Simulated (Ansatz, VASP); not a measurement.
BaTiO3 in VASP and in Ansatz

```xyz
5
Lattice="4.0782 0.0000 0.0000 0.0000 4.0782 0.0000 0.0000 0.0000 4.0968" Properties=species:S:1:pos:R:3 pbc="T T T"
Ba    0.0000    0.0000    0.0000
Ti    2.0391    2.0391    2.0484
O     2.0391    2.0391    0.0000
O     2.0391    0.0000    2.0484
O     0.0000    2.0391    2.0484
```

Change from the starting cell: volume scaled by 1.06.

Alike in both runs: task single point; functional PBE; k mesh 7 × 7 × 7; occupations fermi-dirac, width 0.03 eV; no spin polarisation.

```csv
,VASP,Ansatz
version,VASP 6.6.1,Ansatz 0.2.0
potentials or method,"VASP PAW PBE potentials, release 64 (Ba_sv, Ti_sv, O), cutoff 520 eV","all-electron LAPW, scalar-relativistic"
```

VASP gave:

- gap on the k mesh at the Fermi level (eV): 1.67
- pressure (GPa): -5.6
- traceless stress, the component that is largest in VASP (GPa): -0.44

Problem. What did Ansatz give for the same quantities?

Solution. gap on the k mesh at the Fermi level (eV): 1.73; pressure (GPa): -7.0; traceless stress, the component that is largest in VASP (GPa): -0.42.

Ansatz ran all-electron here, and VASP with PAW potentials.

Neither program's run includes spin-orbit coupling.
